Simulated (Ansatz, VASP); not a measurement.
Two plane-wave programs on SnTe

INCAR

```
SYSTEM = SnTe
PREC = Accurate
ENCUT = 520
EDIFF = 1E-6
ISMEAR = 0
SIGMA = 0.03
LREAL = .False.
LASPH = .True.
NELM = 100
ALGO = Normal
ISIF = 2
LWAVE = .False.
LCHARG = .False.
GGA = PE
NBANDS = 17
```

Contents of KPOINTS:

```
Automatic mesh
0
Gamma
  10 10 10
  0 0 0
```

POSCAR

```
SnTe
1.0
    0.0000000000      3.0933700000      3.1565000000
    3.0933700000      0.0000000000      3.1565000000
    3.0933700000      3.0933700000      0.0000000000
Sn Te
1 1
Direct
    0.0000000000      0.0000000000      0.0000000000
    0.5000000000      0.5000000000      0.5000000000
```

Input for Ansatz:

```yaml
crystal:
  lattice:
    - [0.0, 3.09337, 3.1565]
    - [3.09337, 0.0, 3.1565]
    - [3.09337, 3.09337, 0.0]
  atoms:
    - { symbol: Sn, position: [0.0, 0.0, 0.0] }
    - { symbol: Te, position: [0.5, 0.5, 0.5] }
basis:
  ecutwfc: 420
kpoints:
  mp_grid: { grid: [10, 10, 10] }
hamiltonian:
  xc: pbe
scf:
  occupations: { method: gaussian, width: 0.03 }
output:
  forces: true
  stress: true
  eigenvalues: true
```

Change from the starting cell: strain -0.0200 x Voigt [1, 1, 0, 0, 0, 0], atoms carried along.

Alike in both runs: task single point; functional PBE; k mesh 10 × 10 × 10; occupations gaussian, width 0.03 eV; no spin polarisation.

|  | VASP | Ansatz |
| --- | --- | --- |
| version | VASP 6.6.1 | Ansatz 0.2.0 |
| potentials or method | VASP PAW PBE potentials, release 64 (Sn_d, Te), cutoff 520 eV | scalar-relativistic, plane waves, PAW |
| valence electrons in the cell | 20 | 30 |

Ansatz gave:

- gap on the k mesh at the Fermi level (eV): 0.24
- least direct gap on the mesh (eV): 0.24
- pressure (GPa): 4.3
- traceless stress, the component that is largest in VASP (GPa): -2.02

Task: Estimate VASP's values.

Result: gap on the k mesh at the Fermi level (eV): 0.24; least direct gap on the mesh (eV): 0.24; pressure (GPa): 4.2; traceless stress, the component that is largest in VASP (GPa): -2.03.

The functional is the same, so the differences come from potentials, cutoffs and numerics. VASP's potentials hold 20 valence electrons a cell and Ansatz's 30, so a difference there can come from the potentials and not from the codes.

Neither program's run includes spin-orbit coupling.
